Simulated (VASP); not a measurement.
# Na (P6/mmm) in VASP: further runs

Runs on Na. Level: PBE. Tasks: single point.

Everything below comes from runs of VASP 6.6.1. Logs are shortened: lines on timing, memory, paths and dates and some standing lists are left out, and cuts for length are marked.

## Step 1: The cell of the first run

It takes space group P6/mmm (No. 191, hexagonal). The conventional cell has a = 3.054 Å, b = 3.054 Å, c = 2.828 Å, α = 90.00°, β = 90.00°, γ = 120.00°. Within 3.7 Å of Na (site symmetry 6/mmm) lie 8 Na at 2.83 to 3.05 Å.

This isn't the form of Na at room conditions, which is bcc.

## Step 2: Single point, PBE

The input, INCAR:

```
  PREC = Accurate
  ENCUT = 520
  EDIFF = 1E-6
  ISMEAR = -1
  SIGMA = 0.08
  LREAL = F
  LASPH = T
  NELM = 100
  ALGO = Normal
  ISIF = 2
  LWAVE = F
  LCHARG = F
  GGA = PE
  NBANDS = 10
```

The input, KPOINTS:

```
Automatic mesh
0
Gamma
  14 14 13
```

The input, POSCAR:

```
Na
1.0
    3.0536088419      0.0000000000      0.0000000000
   -1.5268044210      2.6445028303      0.0000000000
    0.0000000000      0.0000000000      2.8275648561
Na
1
Direct
    0.0000000000      0.0000000000      0.0000000000
```

Potentials or basis: VASP PAW PBE potentials, release 64 (Na_pv).

On the command line:

```bash
$ cat potpaw_PBE.64/Na_pv/POTCAR > POTCAR
$ mpirun -np 1 vasp_std > vasp.out
```

OUTCAR:

```text
PREC = Accurate
   ENCUT = 520
   EDIFF = 1E-6
   ISMEAR = -1
   LREAL = F
   LASPH = T
   NELM = 100
   ISIF = 2
   GGA = PE

 ion  position               nearest neighbor table
   1  0.000  0.000  0.000-

  LATTYP: Found a hexagonal cell.
 ALAT       =     3.0536088419
 C/A-ratio  =     0.9259748064

  Lattice vectors:

 A1 = (   3.0536088419,   0.0000000000,   0.0000000000)
 A2 = (  -1.5268044210,   2.6445028303,   0.0000000000)
 A3 = (   0.0000000000,   0.0000000000,   2.8275648561)

Analysis of symmetry for initial positions (statically):
=====================================================================
 Subroutine PRICEL returns:
 Original cell was already a primitive cell.

 Routine SETGRP: Setting up the symmetry group for a
 hexagonal supercell.

 Subroutine GETGRP returns: Found 24 space group operations
 (whereof 24 operations were pure point group operations)
 out of a pool of 24 trial point group operations.

The static configuration has the point symmetry D_6h.

Analysis of symmetry for dynamics (positions and initial velocities):
=====================================================================
 Subroutine PRICEL returns:
 Original cell was already a primitive cell.

 Routine SETGRP: Setting up the symmetry group for a
 hexagonal supercell.

 Subroutine GETGRP returns: Found 24 space group operations
 (whereof 24 operations were pure point group operations)
 out of a pool of 24 trial point group operations.

The dynamic configuration has the point symmetry D_6h.

 Subroutine INISYM returns: Found 24 space group operations
 (whereof 24 operations are pure point group operations),
 and found     1 'primitive' translations

----------------------------------------------------------------------------------------

                                     Primitive cell

  volume of cell :      22.8334

  direct lattice vectors                    reciprocal lattice vectors
     3.053608842  0.000000000  0.000000000     0.327481368  0.189071456  0.000000000
    -1.526804421  2.644502830  0.000000000     0.000000000  0.378142912  0.000000000
     0.000000000  0.000000000  2.827564856     0.000000000  0.000000000  0.353661207

  length of vectors
     3.053608842  3.053608842  2.827564856     0.378142912  0.378142912  0.353661207

  position of ions in fractional coordinates (direct lattice)
     0.000000000  0.000000000  0.000000000

  ion indices of the primitive-cell ions
   primitive index   ion index
                 1           1

----------------------------------------------------------------------------------------

 KPOINTS: Automatic mesh

Automatic generation of k-mesh.
 Grid dimensions read from file:
 generate k-points for:   14   14   13

 Generating k-lattice:

  Cartesian coordinates                     Fractional coordinates (reciprocal lattice)
     0.023391526  0.013505104  0.000000000     0.071428571  0.000000000  0.000000000
     0.000000000  0.027010208  0.000000000     0.000000000  0.071428571  0.000000000
     0.000000000  0.000000000  0.027204708     0.000000000  0.000000000  0.076923077

  Length of vectors
     0.027010208  0.027010208  0.027204708

  Shift w.r.t. Gamma in fractional coordinates (k-lattice)
     0.000000000  0.000000000  0.000000000

 Subroutine IBZKPT returns following result:
 ===========================================

 Found    168 irreducible k-points:

 Following reciprocal coordinates:
            Coordinates               Weight
  0.000000  0.000000  0.000000      1.000000
  0.071429  0.000000  0.000000      6.000000
  0.142857  0.000000  0.000000      6.000000
  0.214286  0.000000  0.000000      6.000000
  0.285714 -0.000000  0.000000      6.000000
  0.357143  0.000000  0.000000      6.000000
[... 16 lines left out ...]
  0.285714  0.285714  0.000000      6.000000
  0.357143  0.285714  0.000000      6.000000
 [... further k-points ...]
   k-points           NKPTS =    168   k-points in BZ     NKDIM =    168   number of bands    NBANDS=     10
   number of dos      NEDOS =    301   number of ions     NIONS =      1
   total plane-waves  NPLWV =  13824
   dimension x,y,z NGX =    24 NGY =   24 NGZ =   24
   dimension x,y,z NGXF=    48 NGYF=   48 NGZF=   48
   ions per type =               1
   NGX,Y,Z   is equivalent  to a cutoff of  13.07, 13.07, 14.11 a.u.
   NGXF,Y,Z  is equivalent  to a cutoff of  26.13, 26.13, 28.22 a.u.
 SYSTEM =  unknown system
   PREC   = accura    normal or accurate (medium, high low for compatibility)
   ISTART =      0    job   : 0-new  1-cont  2-samecut
   ICHARG =      2    charge: 1-file 2-atom 10-const
   ISPIN  =      1    spin polarized calculation?
   LNONCOLLINEAR =      F non collinear calculations
   LSORBIT =      F    spin-orbit coupling
   LASPH  =      T    aspherical Exc in radial PAW
   ENCUT  =  520.0 eV  38.22 Ry    6.18 a.u.   5.68  5.68  5.26*2*pi/ulx,y,z
   NELM   =    100;   NELMIN=  2; NELMDL= -5     # of ELM steps
   EDIFF  = 0.1E-05   stopping-criterion for ELM
   LREAL  =      F    real-space projection
   EDIFFG = 0.1E-04   stopping-criterion for IOM
   NSW    =      0    number of steps for IOM
   IBRION =     -1    ionic relax: 0-MD 1-quasi-New 2-CG
   NFREE  =      0    steps in history (QN), initial steepest desc. (CG)
   ISIF   =      2    stress and relaxation
   ISYM   =      2    0-nonsym 1-usesym 2-fastsym
   POTIM  = 0.5000    time-step for ionic-motion
   TEBEG  =    0.0;   TEEND  =   0.0 temperature during run
   PSTRESS=    0.0 pullay stress
   NELECT =       7.0000    total number of electrons
   NUPDOWN=      -1.0000    fix difference up-down
   EMIN   =  10.00;   EMAX   =-10.00  energy-range for DOS
   EFERMI =   0.00;   METHOD = LEGACY
   ISMEAR =    -1;   SIGMA  =   0.08  broadening in eV -4-tet -1-fermi 0-gaus
   EFERMI_NEDOS =   21; number of points for ismear=-14 and -15
   IALGO  =     38    algorithm
   IMIX   =      4    mixing-type and parameters
     AMIX     =   0.40;   BMIX     =  1.00
     AMIX_MAG =   1.60;   BMIX_MAG =  1.00
  volume/ion in A,a.u.               =      22.83       154.09
  Fermi-wavevector in a.u.,A,eV,Ry     =   1.103869  2.086010 16.579061  1.218527
  Thomas-Fermi vector in A             =   2.240333
   LORBIT       =      0    0 simple, 1 ext, 2 COOP (PROOUT), +10 PAW based schemes
   GGA     = PE    functional components
   LHFCALC =     F    Hartree Fock is set to
   AEXX    =    0.0000 exact exchange contribution
   IVDW    =     0    specifies the selected vdW correction
   LEPSILON=     F    determine dielectric tensor
   LRPA    =     F    only Hartree local field effects (RPA)
 non-spin polarized calculation
  energy-cutoff  :      520.00
  volume of cell :       22.83
 maximum number of plane-waves:       632
 NGX is ok and might be reduce to    24
   NGX = 11   NGY = 11   NGZ = 11

 number of electron       6.9999989 magnetization

 Free energy of the ion-electron system (eV)
  ---------------------------------------------------
  ext. energy  EPLUGINS =         0.00000000
  ---------------------------------------------------
  free energy    TOTEN  =        -0.94783592 eV

  energy without entropy =       -0.94039038  energy(sigma->0) =       -0.94411315

 E-fermi :   2.1913     XC(G=0):  -7.9226

 val. band max:        2.1110167118   @ k =   0.3571   0.0714   0.2308
 cond. band min:       2.1998375169   @ k =   0.2857   0.2143   0.1538
 fundamental gap:      0.0888208051
 Fermi energy:         2.1912596157

 k-point     1 :       0.0000    0.0000    0.0000
  band No.  band energies     occupation
      1     -22.7180      2.00000
      2     -22.7180      2.00000
      3     -22.6965      2.00000
      4      -2.2586      2.00000
      5      13.4853      0.00000
      6      16.1503      0.00000
      7      16.2060      0.00000
      8      16.2060      0.00000
      9      17.7471      0.00000
     10      19.3524      0.00000

 k-point     2 :       0.0714    0.0000    0.0000
  band No.  band energies     occupation
      1     -22.7281      2.00000
      2     -22.7202      2.00000
      3     -22.6955      2.00000
      4      -2.1418      2.00000
      5      13.4276      0.00000
      6      14.5977      0.00000
      7      15.8934      0.00000
      8      16.2220      0.00000
      9      18.6201      0.00000
     10      19.8484      0.00000

 k-point     3 :       0.1429    0.0000    0.0000
  band No.  band energies     occupation
      1     -22.7564      2.00000
      2     -22.7263      2.00000
      3     -22.6926      2.00000
      4      -1.7941      2.00000
      5      12.2008      0.00000
      6      13.5993      0.00000
      7      15.2756      0.00000
      8      16.4372      0.00000
      9      18.3154      0.00000
     10      21.0145      0.00000

 k-point     4 :       0.2143    0.0000    0.0000
  band No.  band energies     occupation
      1     -22.7968      2.00000
      2     -22.7351      2.00000
      3     -22.6885      2.00000
      4      -1.2234      2.00000
      5      10.1407      0.00000
      6      13.4092      0.00000
      7      14.6637      0.00000
      8      16.7947      0.00000
      9      18.1660      0.00000
     10      22.5336      0.00000
[... 222 lines left out ...]
 k-point    22 :       0.3571    0.2143    0.0000
  band No.  band energies     occupation
      1     -22.8885      2.00000
      2     -22.8096      2.00000
      3     -22.6742      2.00000
      4       2.9215      0.00022
      5       4.5572      0.00000
      6       7.9070      0.00000
      7      18.6425      0.00000
      8      19.4119      0.00000
      9      21.1849      0.00000
     10      21.7298      0.00000

 k-point    23 :       0.2857    0.2857    0.0000
  band No.  band energies     occupation
      1     -22.8769      2.00000
      2     -22.8240      2.00000
      3     -22.6739      2.00000
      4       2.8574      0.00048
      5       5.1694      0.00000
      6       7.0833      0.00000
      7      19.4878      0.00000
      8      19.5232      0.00000
      9      21.6983      0.00000
     10      21.8250      0.00000

 k-point    24 :       0.3571    0.2857    0.0000
  band No.  band energies     occupation
      1     -22.8697      2.00000
      2     -22.8385      2.00000
      3     -22.6733      2.00000
      4       3.7582      0.00000
      5       4.3889      0.00000
      6       6.6903      0.00000
      7      20.0995      0.00000
      8      20.3215      0.00000
      9      21.0311      0.00000
     10      21.5665      0.00000

 [... further k-points ...]
[... 5 lines left out ...]
  --------------------------------------------------------------------------------------
  -------------------------------------------------------------------------------------
  Total        1.3228249      1.3228249      1.3282058     -0.0000000      0.0000000     -0.0000000
  in kB       92.8202895     92.8202895     93.1978613     -0.0000000      0.0000000     -0.0000000
  external PRESSURE =      92.9461467 kB  Pullay stress =       0.0000000 kB

 VOLUME and BASIS-vectors are now :
 -----------------------------------------------------------------------------
  energy-cutoff  :      520.00
  volume of cell :       22.83
      direct lattice vectors                 reciprocal lattice vectors
     3.053608842  0.000000000  0.000000000     0.327481368  0.189071456  0.000000000
    -1.526804421  2.644502830  0.000000000     0.000000000  0.378142912  0.000000000
     0.000000000  0.000000000  2.827564856     0.000000000  0.000000000  0.353661207

 POSITION                                       TOTAL-FORCE (eV/Angst)
 -----------------------------------------------------------------------------------
      0.00000      0.00000      0.00000         0.000000      0.000000      0.000000
 -----------------------------------------------------------------------------------
    total drift:                                0.000000      0.000000     -0.000000

  FREE ENERGIE OF THE ION-ELECTRON SYSTEM (eV)
  ---------------------------------------------------
  free  energy   TOTEN  =        -0.9478359236 eV

  energy  without entropy=       -0.9403903817  energy(sigma->0) =       -0.94411315
```

It took 11 s on 1 thread of AMD EPYC 9R45 (Zen 5), shared host; peak memory 0.12 GiB.

What came out:

```yaml
Free_energy: -0.9478 eV
Pressure: 9.3 GPa
Band_gap_on_the_k_mesh: zero (an odd number of electrons rules out a gap without spin polarisation)
```

Caveat: the cell stands under pressure.

(Part 1 of 2 ends here.)
